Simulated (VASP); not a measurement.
# Co (P6/mmm) in VASP: notebook, part 2 of 2

VASP 6.6.1. The steps go on from the part before.

### Step 3. Single point, r2SCAN, collinear spin, ferromagnetic start (9.50 Å³/atom)

This run uses another cell than the first one, of 9.50 Å³/atom.

Input file POSCAR:

```
Co
1.0
    3.7746660651      0.0000000000      0.0000000000
   -1.8873330326      3.2689567032      0.0000000000
    0.0000000000      0.0000000000      2.3093700320
Co
3
Direct
    0.0000000000      0.0000000000      0.0000000000
    0.3333333333      0.6666666667      0.5000000000
    0.6666666667      0.3333333333      0.5000000000
```

Input file INCAR.step1:

```
  PREC = Accurate
  ENCUT = 520
  ISMEAR = -1
  SIGMA = 0.05
  LREAL = F
  LASPH = T
  NELM = 150
  ISPIN = 2
  MAGMOM = 1.847 1.93 1.93
  LMAXMIX = 4
  NBANDS = 24
  GGA = PE
  ALGO = Normal
  EDIFF = 1E-4
  LWAVE = T
  LCHARG = F
```

Input file INCAR.step2:

```
  PREC = Accurate
  ENCUT = 520
  EDIFF = 1E-7
  ISMEAR = -1
  SIGMA = 0.05
  LREAL = F
  LASPH = T
  NELM = 150
  ALGO = Normal
  ISIF = 2
  LWAVE = F
  LCHARG = T
  ISPIN = 2
  MAGMOM = 1.847 1.93 1.93
  LORBIT = 11
  LMAXMIX = 4
  METAGGA = R2SCAN
  LMIXTAU = T
  LELF = T
  LVHAR = T
  NBANDS = 24
  ISTART = 1
```

Input file KPOINTS:

```
regular mesh
0
Gamma
  10 10 15
```

Potentials or basis: VASP PAW PBE potentials, release 64 (Co).

Run with:

```sh
$ cat potpaw_PBE.64/Co/POTCAR > POTCAR
$ cp INCAR.step1 INCAR
$ mpirun -np 1 vasp_std > vasp.out
$ cp INCAR.step2 INCAR
$ mpirun -np 1 vasp_std > vasp.out
```

OUTCAR:

```text
PREC = Accurate
   ENCUT = 520
   EDIFF = 1E-7
   ISMEAR = -1
   LREAL = F
   LASPH = T
   NELM = 150
   ISIF = 2
   ISPIN = 2
   LORBIT = 11
   METAGGA = R2SCAN
   ISTART = 1

 ion  position               nearest neighbor table
   1  0.000  0.000  0.000-   2 2.47   3 2.47   2 2.47   3 2.47   3 2.47   3 2.47   2 2.47   2 2.47
                             3 2.47   3 2.47   2 2.47   2 2.47
   2  0.333  0.667  0.500-   3 2.18   3 2.18   3 2.18   1 2.47   1 2.47   1 2.47   1 2.47   1 2.47
                             1 2.47
   3  0.667  0.333  0.500-   2 2.18   2 2.18   2 2.18   1 2.47   1 2.47   1 2.47   1 2.47   1 2.47
                             1 2.47

  LATTYP: Found a hexagonal cell.
 ALAT       =     3.7746660651
 C/A-ratio  =     0.6118077711

  Lattice vectors:

 A1 = (   3.7746660651,   0.0000000000,   0.0000000000)
 A2 = (  -1.8873330326,   3.2689567032,   0.0000000000)
 A3 = (   0.0000000000,   0.0000000000,   2.3093700320)

Analysis of symmetry for initial positions (statically):
=====================================================================
 Subroutine PRICEL returns:
 Original cell was already a primitive cell.

 Routine SETGRP: Setting up the symmetry group for a
 hexagonal supercell.

 Subroutine GETGRP returns: Found 24 space group operations
 (whereof 24 operations were pure point group operations)
 out of a pool of 24 trial point group operations.

The static configuration has the point symmetry D_6h.

Analysis of symmetry for dynamics (positions and initial velocities):
=====================================================================
 Subroutine PRICEL returns:
 Original cell was already a primitive cell.

 Routine SETGRP: Setting up the symmetry group for a
 hexagonal supercell.

 Subroutine GETGRP returns: Found 24 space group operations
 (whereof 24 operations were pure point group operations)
 out of a pool of 24 trial point group operations.

The dynamic configuration has the point symmetry D_6h.

Analysis of structural, dynamic, and magnetic symmetry:
=====================================================================
 Subroutine PRICEL returns:
 Original cell was already a primitive cell.

 Routine SETGRP: Setting up the symmetry group for a
 hexagonal supercell.

 Subroutine GETGRP returns: Found 24 space group operations
 (whereof 24 operations were pure point group operations)
 out of a pool of 24 trial point group operations.

The overall configuration has the point symmetry D_6h.

 Subroutine INISYM returns: Found 24 space group operations
 (whereof 24 operations are pure point group operations),
 and found     1 'primitive' translations

----------------------------------------------------------------------------------------

                                     Primitive cell

  volume of cell :      28.4958

  direct lattice vectors                    reciprocal lattice vectors
     3.774666065  0.000000000  0.000000000     0.264924097  0.152953999  0.000000000
    -1.887333033  3.268956703  0.000000000     0.000000000  0.305907998  0.000000000
     0.000000000  0.000000000  2.309370032     0.000000000  0.000000000  0.433018523

  length of vectors
     3.774666065  3.774666065  2.309370032     0.305907998  0.305907998  0.433018523

  position of ions in fractional coordinates (direct lattice)
     0.000000000  0.000000000  0.000000000
[... 71 lines left out ...]
   PREC   = accura    normal or accurate (medium, high low for compatibility)
   ISTART =      1    job   : 0-new  1-cont  2-samecut
   ICHARG =      0    charge: 1-file 2-atom 10-const
   ISPIN  =      2    spin polarized calculation?
   LNONCOLLINEAR =      F non collinear calculations
   LSORBIT =      F    spin-orbit coupling
   LASPH  =      T    aspherical Exc in radial PAW
   ENCUT  =  520.0 eV  38.22 Ry    6.18 a.u.   7.02  7.02  4.29*2*pi/ulx,y,z
   NELM   =    150;   NELMIN=  2; NELMDL=  0     # of ELM steps
   EDIFF  = 0.1E-06   stopping-criterion for ELM
   LREAL  =      F    real-space projection
   EDIFFG = 0.1E-05   stopping-criterion for IOM
   NSW    =      0    number of steps for IOM
   IBRION =     -1    ionic relax: 0-MD 1-quasi-New 2-CG
   NFREE  =      0    steps in history (QN), initial steepest desc. (CG)
   ISIF   =      2    stress and relaxation
   ISYM   =      2    0-nonsym 1-usesym 2-fastsym
   POTIM  = 0.5000    time-step for ionic-motion
   TEBEG  =    0.0;   TEEND  =   0.0 temperature during run
   PSTRESS=    0.0 pullay stress
   NELECT =      27.0000    total number of electrons
   NUPDOWN=      -1.0000    fix difference up-down
   EMIN   =  10.00;   EMAX   =-10.00  energy-range for DOS
   EFERMI =   0.00;   METHOD = LEGACY
   ISMEAR =    -1;   SIGMA  =   0.05  broadening in eV -4-tet -1-fermi 0-gaus
   EFERMI_NEDOS =   21; number of points for ismear=-14 and -15
   IALGO  =     38    algorithm
   IMIX   =      4    mixing-type and parameters
     AMIX     =   0.40;   BMIX     =  1.00
     AMIX_MAG =   1.60;   BMIX_MAG =  1.00
  volume/ion in A,a.u.               =       9.50        64.10
  Fermi-wavevector in a.u.,A,eV,Ry     =   1.607937  3.038560 35.177335  2.585461
  Thomas-Fermi vector in A             =   2.703886
   LORBIT       =     11    0 simple, 1 ext, 2 COOP (PROOUT), +10 PAW based schemes
   METAGGA = R2SCAN    functional components
   LHFCALC =     F    Hartree Fock is set to
   AEXX    =    0.0000 exact exchange contribution
   IVDW    =     0    specifies the selected vdW correction
   LEPSILON=     F    determine dielectric tensor
   LRPA    =     F    only Hartree local field effects (RPA)
 spin polarized calculation
  energy-cutoff  :      520.00
  volume of cell :       28.50
 maximum number of plane-waves:       781
 NGX is ok and might be reduce to    28
   NGX = 13   NGY = 13   NGZ =  9

 number of electron      27.0000012 magnetization       5.0357036

 Free energy of the ion-electron system (eV)
  ---------------------------------------------------
  ext. energy  EPLUGINS =         0.00000000
  ---------------------------------------------------
  free energy    TOTEN  =       -39.02985295 eV

  energy without entropy =      -39.01728022  energy(sigma->0) =      -39.02356659

 E-fermi :  12.4360     XC(G=0): -15.5764

 val. band max:       12.4334841643   @ k =   0.4000   0.2000   0.0000
 cond. band min:      12.4414120031   @ k =   0.5000  -0.0000   0.3333
 fundamental gap:      0.0079278388
 Fermi energy:        12.4360308705

 spin component 1

 k-point     1 :       0.0000    0.0000    0.0000
  band No.  band energies     occupation
      1       2.1583      1.00000
      2       6.3601      1.00000
      3       7.9457      1.00000
      4       7.9458      1.00000
      5       7.9674      1.00000
      6       7.9674      1.00000
[... 637 lines left out ...]
     23      33.2883      0.00000
     24      33.6727      0.00000

 [... further k-points ...]

 spin component 2

 k-point     1 :       0.0000    0.0000    0.0000
  band No.  band energies     occupation
      1       1.6771      1.00000
      2       7.8144      1.00000
      3       9.3458      1.00000
      4       9.3458      1.00000
      5       9.3770      1.00000
      6       9.3770      1.00000
[... 637 lines left out ...]
     23      33.7380      0.00000
     24      34.1886      0.00000

 [... further k-points ...]
[... 5 lines left out ...]
  --------------------------------------------------------------------------------------
  -------------------------------------------------------------------------------------
  Total        6.7798770      6.7798770      6.7503378     -0.0000000     -0.0000000      0.0000000
  in kB      381.1984861    381.1984861    379.5376430     -0.0000000     -0.0000000      0.0000000
  external PRESSURE =     380.6448717 kB  Pullay stress =       0.0000000 kB

 VOLUME and BASIS-vectors are now :
 -----------------------------------------------------------------------------
  energy-cutoff  :      520.00
  volume of cell :       28.50
      direct lattice vectors                 reciprocal lattice vectors
     3.774666065  0.000000000  0.000000000     0.264924097  0.152953999  0.000000000
    -1.887333033  3.268956703  0.000000000     0.000000000  0.305907998  0.000000000
     0.000000000  0.000000000  2.309370032     0.000000000  0.000000000  0.433018523

 POSITION                                       TOTAL-FORCE (eV/Angst)
 -----------------------------------------------------------------------------------
      0.00000      0.00000      0.00000         0.000000      0.000000      0.000000
     -0.00000      2.17930      1.15469        -0.000000      0.000000      0.000000
      1.88733      1.08965      1.15469         0.000000     -0.000000      0.000000
 -----------------------------------------------------------------------------------
    total drift:                                0.000000      0.000000     -0.000000

  FREE ENERGIE OF THE ION-ELECTRON SYSTEM (eV)
  ---------------------------------------------------
  free  energy   TOTEN  =       -39.0298529539 eV

  energy  without entropy=      -39.0172802247  energy(sigma->0) =      -39.02356659

 total charge

# of ion       s       p       d       tot
------------------------------------------
    1        0.551   0.665   7.342   8.558
    2        0.585   0.696   7.366   8.646
    3        0.585   0.696   7.366   8.646
--------------------------------------------------
tot          1.721   2.056  22.073  25.851

 magnetization (x)

# of ion       s       p       d       tot
------------------------------------------
    1       -0.007  -0.083   1.722   1.632
    2       -0.007  -0.072   1.821   1.742
    3       -0.007  -0.072   1.821   1.742
--------------------------------------------------
tot         -0.021  -0.228   5.365   5.116
```

Wall time 6 min (1 thread of AMD EPYC 9R45 (Zen 5), shared host); peak memory 0.2 GiB.

What came out:

| Item | Value |
| --- | --- |
| Free energy | -39.0299 eV |
| Pressure | 38.1 GPa |
| Band gap on the k mesh | zero (filled and empty bands overlap) |
| Net moment | 5.04 μB per cell |
| Site moments | Co +1.63, +1.74 (each value once) μB |
| Valence electrons inside the program's atomic spheres | Co 8.56, 8.65 (each value once) |

Levels at points of the mesh, in eV from the Fermi level:
Spin up:
```tsv
k point	band 12	band 13	band 14	band 15	band 16	band 17	band 18	band 19	band 20	band 21
(0.00, 0.00, 0.00)	-2.93	-2.60	-2.60	-1.17	-1.17	7.16	7.16	7.17	7.17	10.64
(0.50, 0.00, 0.00)	-1.77	-1.60	-1.57	-1.41	-1.18	-1.00	0.04	7.97	17.59	17.79
```
Spin down:
| k point | band 7 | band 8 | band 9 | band 10 | band 11 | band 12 | band 13 | band 14 | band 15 | band 16 |
| --- | --- | --- | --- | --- | --- | --- | --- | --- | --- | --- |
| (0.00, 0.00, 0.00) | -2.55 | -1.61 | -0.86 | -0.86 | 0.00 | 0.00 | 0.08 | 0.08 | 1.85 | 1.85 |
| (0.50, 0.00, 0.00) | -1.94 | -1.66 | -0.82 | -0.40 | 0.12 | 0.22 | 0.82 | 1.24 | 1.32 | 1.36 |

Caveat: the cell stands under pressure; the PAW data sets were made with another functional, which shifts forces and pressure a little.
